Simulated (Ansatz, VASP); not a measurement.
# Ge: VASP beside Ansatz

INCAR

```
SYSTEM = Ge
PREC = Accurate ; ENCUT = 520
EDIFF = 1E-6 ; ISMEAR = -1
SIGMA = 0.05 ; LREAL = .False.
LASPH = .True. ; NELM = 80
ALGO = Normal ; ISIF = 2
LWAVE = .False. ; LCHARG = .False.
GGA = CA ; NBANDS = 13
```

KPOINTS

```
Automatic mesh
0
Gamma
  14 14 13
  0 0 0
```

POSCAR

```
Ge
1.0
    1.4101515800     -2.6075017450      0.0060168350
    1.3841464200      2.5935302550     -0.0199883250
   -0.0134911550     -0.0134911550      2.6982310000
Ge
1
Direct
    0.5000000000      0.5000000000      0.0000000000
```

Input for Ansatz:

```yaml
crystal:
  lattice:
    - [1.41015158, -2.607501745, 0.006016835]
    - [1.38414642, 2.5935302549999997, -0.019988324999999998]
    - [-0.013491155, -0.013491155, 2.698231]
  atoms:
    - { symbol: Ge, position: [0.5, 0.5, 0.0] }
basis:
  ecutwfc: 470.0
kpoints:
  mp_grid:
    grid: [14, 14, 13]
hamiltonian:
  xc: lda
scf:
  convergence:
    dr2_threshold: 1.0e-09
  occupations:
    method: fermi_dirac
    width: 0.05
output:
  stress: true
```

Alike in both runs: task single point; functional LDA; k mesh 14 × 14 × 13; occupations fermi-dirac, width 0.05 eV; no spin polarisation.

|  | VASP | Ansatz |
| --- | --- | --- |
| version | VASP 6.6.1 | Ansatz 0.2.0 |
| potentials or method | VASP PAW LDA potentials, release 64 (Ge_d), cutoff 520 eV | plane waves, PAW |
| valence electrons in the cell | 14 | 14 |

Ansatz gave:

| Property | Result |
| --- | --- |
| pressure (GPa) | -5.7 |
| traceless stress, the component that is largest in VASP (GPa) | 1.17 |

Problem. Which values does VASP return?

Solution. Pressure (GPa): -5.8; traceless stress, the component that is largest in VASP (GPa): 1.20.

LDA's correlation is that of Perdew and Zunger in VASP and of Perdew and Wang (1992) in Ansatz. Ansatz's warnings: stress scf threshold loose.
